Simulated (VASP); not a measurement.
# AlGa3N4 (P-42m) in VASP: notebook, part 2 of 2

VASP 6.6.1.

### Step 4. Single point, PBEsol (strain +0.000 along x and y, +0.050 along z)

INCAR

```
ALGO     = Normal         # electronic algorithm
EDIFF    = 1E-7           # SCF threshold, eV
ENCUT    = 520            # plane-wave cutoff, eV
GGA      = PS             # functional
ISIF     = 2              # what is computed and relaxed
ISMEAR   = 0              # smearing method
LASPH    = True           # aspherical terms in the spheres
LCHARG   = True           # write CHGCAR
LELF     = True           # ELF
LREAL    = False          # projectors in reciprocal space
LVHAR    = True         
LWAVE    = False          # write WAVECAR
NBANDS   = 41             # bands
NELM     = 60             # most SCF steps
PREC     = Accurate       # precision mode
SIGMA    = 0.05           # smearing width, eV
```

KPOINTS

```
k-points
0
Gamma
  6 6 6
```

POSCAR

```
AlGa3N4
1.0
    4.4676279409      0.0000000000      0.0000000000
    0.0000000000      4.4676279409      0.0000000000
    0.0000000000      0.0000000000      4.6910093379
Al Ga N
1 3 4
Direct
    0.0000000000      0.0000000000      0.0000000000
    0.5000000000      0.5000000000      0.0000000000
    0.5000000000      0.0000000000      0.5000000000
    0.0000000000      0.5000000000      0.5000000000
    0.7550309200      0.7550309200      0.2449690800
    0.7550309200      0.2449690800      0.7550309200
    0.2449690800      0.7550309200      0.7550309200
    0.2449690800      0.2449690800      0.2449690800
```

Potentials or basis: VASP PAW PBE potentials, release 64 (Al, Ga_d, N).

Started as:

```console
$ cat potpaw_PBE.64/Al/POTCAR potpaw_PBE.64/Ga_d/POTCAR potpaw_PBE.64/N/POTCAR > POTCAR
$ mpirun -np 1 vasp_std > vasp.out
```

OUTCAR:

```text
EDIFF = 1E-7
   ENCUT = 520
   GGA = PS
   ISIF = 2
   ISMEAR = 0
   LASPH = True
   LREAL = False
   NELM = 60
   PREC = Accurate

 ion  position               nearest neighbor table
   1  0.000  0.000  0.000-   5 1.93   6 1.93   7 1.93   8 1.93
   2  0.500  0.500  0.000-   5 1.98   6 1.98   7 1.98   8 1.98
   3  0.500  0.000  0.500-   5 1.98   6 1.98   7 1.98   8 1.98
   4  0.000  0.500  0.500-   5 1.98   6 1.98   7 1.98   8 1.98
   5  0.755  0.755  0.245-   1 1.93   2 1.98   3 1.98   4 1.98
   6  0.755  0.245  0.755-   1 1.93   2 1.98   3 1.98   4 1.98
   7  0.245  0.755  0.755-   1 1.93   2 1.98   3 1.98   4 1.98
   8  0.245  0.245  0.245-   1 1.93   2 1.98   3 1.98   4 1.98

  LATTYP: Found a simple tetragonal cell.
 ALAT       =     4.4676279409
 C/A-ratio  =     1.0500000000

  Lattice vectors:

 A1 = (   4.4676279409,   0.0000000000,   0.0000000000)
 A2 = (   0.0000000000,   4.4676279409,   0.0000000000)
 A3 = (   0.0000000000,   0.0000000000,   4.6910093379)

Analysis of symmetry for initial positions (statically):
[... 184 lines left out ...]
  energy without entropy =      -54.77901709  energy(sigma->0) =      -54.77901709

 E-fermi :   5.1816     XC(G=0): -11.4970

 val. band max:        4.8977232283   @ k =   0.0000   0.0000   0.0000
 cond. band min:       6.7821835500   @ k =   0.0000   0.0000   0.0000
 fundamental gap:      1.8844603217
 Fermi energy:         5.1815595643

 k-point     1 :       0.0000    0.0000    0.0000
  band No.  band energies     occupation
      1     -10.4897      2.00000
      2      -9.4104      2.00000
      3      -9.3957      2.00000
      4      -9.3957      2.00000
      5      -8.2961      2.00000
      6      -8.2931      2.00000
[... 1045 lines left out ...]
     40      14.1535      0.00000
     41      14.2983      0.00000

 [... further k-points ...]
[... 5 lines left out ...]
  --------------------------------------------------------------------------------------
  -------------------------------------------------------------------------------------
  Total       -3.7132215     -3.7132215     -7.8251985      0.0000000     -0.0000000      0.0000000
  in kB      -63.5391121    -63.5391121   -133.9015653      0.0000000     -0.0000000      0.0000000
  external PRESSURE =     -86.9932632 kB  Pullay stress =       0.0000000 kB

 VOLUME and BASIS-vectors are now :
 -----------------------------------------------------------------------------
  energy-cutoff  :      520.00
  volume of cell :       93.63
      direct lattice vectors                 reciprocal lattice vectors
     4.467627941  0.000000000  0.000000000     0.223832426  0.000000000  0.000000000
     0.000000000  4.467627941  0.000000000     0.000000000  0.223832426  0.000000000
     0.000000000  0.000000000  4.691009338     0.000000000  0.000000000  0.213173739

 POSITION                                       TOTAL-FORCE (eV/Angst)
 -----------------------------------------------------------------------------------
      0.00000      0.00000      0.00000         0.000000      0.000000      0.000000
      2.23381      2.23381      0.00000         0.000000     -0.000000      0.000000
      2.23381      0.00000      2.34550         0.000000      0.000000      0.000000
      0.00000      2.23381      2.34550         0.000000      0.000000     -0.000000
      3.37320      3.37320      1.14915         0.013382      0.013382      0.037214
      3.37320      1.09443      3.54186         0.013382     -0.013382     -0.037214
      1.09443      3.37320      3.54186        -0.013382      0.013382     -0.037214
      1.09443      1.09443      1.14915        -0.013382     -0.013382      0.037214
 -----------------------------------------------------------------------------------
    total drift:                               -0.000000     -0.000000     -0.000000

  FREE ENERGIE OF THE ION-ELECTRON SYSTEM (eV)
  ---------------------------------------------------
  free  energy   TOTEN  =       -54.7790170903 eV

  energy  without entropy=      -54.7790170903  energy(sigma->0) =      -54.77901709
```

OSZICAR:

```text
N       E                     dE             d eps       ncg     rms          rms(c)
DAV:   1     0.622387647872E+03    0.62239E+03   -0.27863E+04  3682   0.250E+03
DAV:   2     0.527015117057E+02   -0.56969E+03   -0.52976E+03  3512   0.627E+02
DAV:   3    -0.545552169477E+02   -0.10726E+03   -0.10373E+03  3733   0.191E+02
DAV:   4    -0.620618519762E+02   -0.75066E+01   -0.74348E+01  4445   0.538E+01
DAV:   5    -0.622491063176E+02   -0.18725E+00   -0.18704E+00  4176   0.869E+00    0.146E+01
DAV:   6    -0.546791285952E+02    0.75700E+01   -0.23117E+01  6047   0.552E+01    0.451E+00
DAV:   7    -0.548688724006E+02   -0.18974E+00   -0.33975E+00  3792   0.105E+01    0.379E+00
DAV:   8    -0.548192656623E+02    0.49607E-01   -0.53948E-01  5196   0.706E+00    0.116E+00
DAV:   9    -0.547780908355E+02    0.41175E-01   -0.16584E-01  5194   0.522E+00    0.475E-01
DAV:  10    -0.547789795805E+02   -0.88874E-03   -0.15196E-02  4004   0.791E-01    0.230E-01
DAV:  11    -0.547790009863E+02   -0.21406E-04   -0.14228E-03  4942   0.702E-01    0.317E-02
DAV:  12    -0.547790131802E+02   -0.12194E-04   -0.21660E-04  4988   0.314E-01    0.143E-02
DAV:  13    -0.547790158905E+02   -0.27103E-05   -0.38653E-05  5125   0.786E-02    0.778E-03
DAV:  14    -0.547790171653E+02   -0.12748E-05   -0.92731E-06  4258   0.225E-02    0.309E-03
DAV:  15    -0.547790171740E+02   -0.87002E-08   -0.10177E-06  4164   0.150E-02    0.196E-03
DAV:  16    -0.547790170903E+02    0.83786E-07   -0.21589E-07  3048   0.212E-02
   1 F= -.54779017E+02 E0= -.54779017E+02  d E =-.266985E-17
```

Wall time 87 s (1 thread of Intel Xeon 6975P-C (Granite Rapids), shared host); peak memory 0.27 GiB.

What came out:

```
Free energy            : -54.7790 eV
Pressure               : -8.7 GPa
Largest force          : 0.042 eV/Å
Band gap on the k mesh : 1.88 eV, direct
```

Forces in eV/Å, atoms in the order of the input:
```
Al   0.000  0.000  0.000
Ga   0.000  0.000  0.000
Ga   0.000  0.000  0.000
Ga   0.000  0.000  0.000
N    0.013  0.013  0.037
N    0.013 -0.013 -0.037
N   -0.013  0.013 -0.037
N   -0.013 -0.013  0.037
```

Stress tensor (GPa, compression positive):
```
 -6.35   0.00   0.00
  0.00  -6.35   0.00
  0.00   0.00 -13.39
```

Levels at points of the mesh, in eV from the valence-band top:
| k point | band 28 | band 29 | band 30 | band 31 | band 32 | band 33 | band 34 | band 35 |
| --- | --- | --- | --- | --- | --- | --- | --- | --- |
| (0.00, 0.00, 0.00) | -2.17 | -0.23 | 0.00 | 0.00 | 1.88 | 3.15 | 3.15 | 3.43 |
| (0.50, 0.00, 0.00) | -1.61 | -1.50 | -1.35 | -1.24 | 4.59 | 4.70 | 6.07 | 6.10 |
| (0.50, 0.50, 0.00) | -0.78 | -0.78 | -0.78 | -0.48 | 6.28 | 6.41 | 6.41 | 7.13 |
| (0.00, 0.00, 0.50) | -1.31 | -1.31 | -1.05 | -1.05 | 4.50 | 4.55 | 5.72 | 5.72 |
| (0.50, 0.00, 0.50) | -1.12 | -1.11 | -1.04 | -0.78 | 6.09 | 6.21 | 6.27 | 6.94 |
| (0.50, 0.50, 0.50) | -0.70 | -0.70 | -0.60 | -0.54 | 4.41 | 4.41 | 4.46 | 5.69 |

Caveat: the cell differs from its parent crystal (strain +0.000 along x and y, +0.050 along z); the PAW data sets were made with another functional, which shifts forces and pressure a little.

### Step 5. Single point, PBEsol (strain +0.025 along x and y, +0.000 along z)

INCAR

```
ALGO = Normal
EDIFF = 1E-6
ENCUT = 520
GGA = PS
ISIF = 2
ISMEAR = 0
LASPH = True
LCHARG = False
LREAL = False
LWAVE = False
NBANDS = 41
NELM = 100
PREC = Accurate
SIGMA = 0.05
```

KPOINTS is that of step 4.

POSCAR, as its differences from that of step 4:

```diff
@@ -2,5 +2,5 @@
 1.0
-    4.4676279409      0.0000000000      0.0000000000
-    0.0000000000      4.4676279409      0.0000000000
-    0.0000000000      0.0000000000      4.6910093379
+    4.5793186394      0.0000000000      0.0000000000
+    0.0000000000      4.5793186394      0.0000000000
+    0.0000000000      0.0000000000      4.4676279409
 Al Ga N
```

Potentials or basis: VASP PAW PBE potentials, release 64 (Al, Ga_d, N).

Started as:

```console
$ cat potpaw_PBE.64/Al/POTCAR potpaw_PBE.64/Ga_d/POTCAR potpaw_PBE.64/N/POTCAR > POTCAR
$ mpirun -np 1 vasp_std > vasp.out
```

OUTCAR:

```text
EDIFF = 1E-6
   ENCUT = 520
   GGA = PS
   ISIF = 2
   ISMEAR = 0
   LASPH = True
   LREAL = False
   NELM = 100
   PREC = Accurate

 ion  position               nearest neighbor table
   1  0.000  0.000  0.000-   5 1.93   6 1.93   7 1.93   8 1.93
   2  0.500  0.500  0.000-   5 1.98   6 1.98   7 1.98   8 1.98
   3  0.500  0.000  0.500-   5 1.98   6 1.98   7 1.98   8 1.98
   4  0.000  0.500  0.500-   5 1.98   6 1.98   7 1.98   8 1.98
   5  0.755  0.755  0.245-   1 1.93   3 1.98   4 1.98   2 1.98
   6  0.755  0.245  0.755-   1 1.93   3 1.98   4 1.98   2 1.98
   7  0.245  0.755  0.755-   1 1.93   3 1.98   4 1.98   2 1.98
   8  0.245  0.245  0.245-   1 1.93   3 1.98   4 1.98   2 1.98

  LATTYP: Found a simple tetragonal cell.
 ALAT       =     4.5793186394
 C/A-ratio  =     0.9756097561

  Lattice vectors:

 A1 = (   4.5793186394,   0.0000000000,   0.0000000000)
 A2 = (   0.0000000000,   4.5793186394,   0.0000000000)
 A3 = (   0.0000000000,   0.0000000000,   4.4676279409)

Analysis of symmetry for initial positions (statically):
=====================================================================
 Subroutine PRICEL returns:
 Original cell was already a primitive cell.

 Routine SETGRP: Setting up the symmetry group for a
 simple tetragonal supercell.

 Subroutine GETGRP returns: Found  8 space group operations
 (whereof  8 operations were pure point group operations)
 out of a pool of 16 trial point group operations.

The static configuration has the point symmetry D_2d.

Analysis of symmetry for dynamics (positions and initial velocities):
=====================================================================
 Subroutine PRICEL returns:
 Original cell was already a primitive cell.

 Routine SETGRP: Setting up the symmetry group for a
 simple tetragonal supercell.

 Subroutine GETGRP returns: Found  8 space group operations
[... 133 lines left out ...]
   IMIX   =      4    mixing-type and parameters
     AMIX     =   0.40;   BMIX     =  1.00
     AMIX_MAG =   1.60;   BMIX_MAG =  1.00
  volume/ion in A,a.u.               =      11.71        79.03
  Fermi-wavevector in a.u.,A,eV,Ry     =   1.426634  2.695947 27.691717  2.035284
  Thomas-Fermi vector in A             =   2.546890
   LORBIT       =      0    0 simple, 1 ext, 2 COOP (PROOUT), +10 PAW based schemes
   GGA     = PS    functional components
   LHFCALC =     F    Hartree Fock is set to
   AEXX    =    0.0000 exact exchange contribution
   IVDW    =     0    specifies the selected vdW correction
   LEPSILON=     F    determine dielectric tensor
   LRPA    =     F    only Hartree local field effects (RPA)
 non-spin polarized calculation
 Gauss-broadening in eV      SIGMA  =   0.05
  energy-cutoff  :      520.00
  volume of cell :       93.69
 maximum number of plane-waves:      2540
 NGX is ok and might be reduce to    36
   NGX = 17   NGY = 17   NGZ = 17

 number of electron      62.0000035 magnetization

 Free energy of the ion-electron system (eV)
  ---------------------------------------------------
  ext. energy  EPLUGINS =         0.00000000
  ---------------------------------------------------
  free energy    TOTEN  =       -54.82575881 eV

  energy without entropy =      -54.82575881  energy(sigma->0) =      -54.82575881

 E-fermi :   5.1453     XC(G=0): -11.4924

 val. band max:        4.8805156626   @ k =   0.0000   0.0000   0.0000
 cond. band min:       6.7785930240   @ k =   0.0000   0.0000   0.0000
 fundamental gap:      1.8980773614
 Fermi energy:         5.1453470229

 k-point     1 :       0.0000    0.0000    0.0000
  band No.  band energies     occupation
      1     -10.4949      2.00000
      2      -9.4091      2.00000
      3      -9.4091      2.00000
      4      -9.4054      2.00000
      5      -8.2928      2.00000
      6      -8.2839      2.00000
[... 1045 lines left out ...]
     40      14.0966      0.00000
     41      14.1538      0.00000

 [... further k-points ...]
[... 5 lines left out ...]
  --------------------------------------------------------------------------------------
  -------------------------------------------------------------------------------------
  Total       -5.6453845     -5.6453845     -3.8811178      0.0000000     -0.0000000      0.0000000
  in kB      -96.5440207    -96.5440207    -66.3725770      0.0000000     -0.0000000      0.0000000
  external PRESSURE =     -86.4868728 kB  Pullay stress =       0.0000000 kB

 VOLUME and BASIS-vectors are now :
 -----------------------------------------------------------------------------
  energy-cutoff  :      520.00
  volume of cell :       93.69
      direct lattice vectors                 reciprocal lattice vectors
     4.579318639  0.000000000  0.000000000     0.218373098  0.000000000  0.000000000
     0.000000000  4.579318639  0.000000000     0.000000000  0.218373098  0.000000000
     0.000000000  0.000000000  4.467627941     0.000000000  0.000000000  0.223832426

 POSITION                                       TOTAL-FORCE (eV/Angst)
 -----------------------------------------------------------------------------------
      0.00000      0.00000      0.00000         0.000000      0.000000      0.000000
      2.28966      2.28966      0.00000         0.000000      0.000000      0.000000
      2.28966      0.00000      2.23381         0.000000      0.000000     -0.000000
      0.00000      2.28966      2.23381         0.000000      0.000000     -0.000000
      3.45753      3.45753      1.09443        -0.013035     -0.013035     -0.013962
      3.45753      1.12179      3.37320        -0.013035      0.013035      0.013962
      1.12179      3.45753      3.37320         0.013035     -0.013035      0.013962
      1.12179      1.12179      1.09443         0.013035      0.013035     -0.013962
 -----------------------------------------------------------------------------------
    total drift:                               -0.000000     -0.000000     -0.000000

  FREE ENERGIE OF THE ION-ELECTRON SYSTEM (eV)
  ---------------------------------------------------
  free  energy   TOTEN  =       -54.8257588063 eV

  energy  without entropy=      -54.8257588063  energy(sigma->0) =      -54.82575881
```

OSZICAR:

```text
N       E                     dE             d eps       ncg     rms          rms(c)
DAV:   1     0.626476203282E+03    0.62648E+03   -0.27929E+04  3657   0.250E+03
DAV:   2     0.530997118121E+02   -0.57338E+03   -0.53665E+03  3536   0.633E+02
DAV:   3    -0.541615290852E+02   -0.10726E+03   -0.10381E+03  3698   0.192E+02
DAV:   4    -0.620738797642E+02   -0.79124E+01   -0.78311E+01  4551   0.549E+01
DAV:   5    -0.622881258203E+02   -0.21425E+00   -0.21394E+00  4038   0.898E+00    0.146E+01
DAV:   6    -0.547200140425E+02    0.75681E+01   -0.22838E+01  6014   0.550E+01    0.450E+00
DAV:   7    -0.549155223706E+02   -0.19551E+00   -0.34556E+00  3813   0.105E+01    0.379E+00
DAV:   8    -0.548676210474E+02    0.47901E-01   -0.55011E-01  5180   0.708E+00    0.118E+00
DAV:   9    -0.548247960440E+02    0.42825E-01   -0.17331E-01  5236   0.522E+00    0.471E-01
DAV:  10    -0.548257182329E+02   -0.92219E-03   -0.15175E-02  4052   0.816E-01    0.221E-01
DAV:  11    -0.548257406143E+02   -0.22381E-04   -0.18946E-03  5044   0.787E-01    0.249E-02
DAV:  12    -0.548257553225E+02   -0.14708E-04   -0.25745E-04  5083   0.341E-01    0.151E-02
DAV:  13    -0.548257569061E+02   -0.15836E-05   -0.40325E-05  5708   0.851E-02    0.659E-03
DAV:  14    -0.548257587958E+02   -0.18897E-05   -0.12809E-05  3844   0.238E-02    0.169E-03
DAV:  15    -0.548257588063E+02   -0.10535E-07   -0.73031E-07  2685   0.129E-02
   1 F= -.54825759E+02 E0= -.54825759E+02  d E =-.855325E-16
```

Run time: 71 s. Hardware: 1 thread of Intel Xeon 6975P-C (Granite Rapids), shared host; peak memory 0.27 GiB.

Results:

- Free energy: -54.8258 eV
- Pressure: -8.6 GPa
- Largest force: 0.023 eV/Å
- Band gap on the k mesh: 1.90 eV, direct

Forces in eV/Å, atoms in the order of the input:
```
Al   0.000  0.000  0.000
Ga   0.000  0.000  0.000
Ga   0.000  0.000  0.000
Ga   0.000  0.000  0.000
N   -0.013 -0.013 -0.014
N   -0.013  0.013  0.014
N    0.013 -0.013  0.014
N    0.013  0.013 -0.014
```

Caveat: the cell differs from its parent crystal (strain +0.025 along x and y, +0.000 along z); the PAW data sets were made with another functional, which shifts forces and pressure a little.

### Step 6. Overview

| cell | gap on the mesh (eV) | pressure (GPa) | largest force (eV/Å) |
| --- | --- | --- | --- |
| a = 4.579, b = 4.579, c = 4.356 Å, 8 atoms | 2.00 | -4.7 | 0.05 |
| a = 4.468, b = 4.468, c = 4.579 Å, 8 atoms | 2.10 | -4.7 | 0.02 |
| a = 4.468, b = 4.468, c = 4.691 Å, 8 atoms | 1.88 | -8.7 | 0.04 |
| a = 4.579, b = 4.579, c = 4.468 Å, 8 atoms | 1.90 | -8.6 | 0.02 |

Alike in all rows: task single point; level PBEsol; potentials or basis VASP PAW PBE potentials, release 64 (Al, Ga_d, N); no spin polarisation; k mesh 6 × 6 × 6; cutoff (eV) 520; smearing gaussian 0.05 eV.

Caveats: the PAW data sets were made with another functional, which shifts forces and pressure a little.

Total energies depend on the potentials used, so only differences within one code and one set of settings carry meaning.
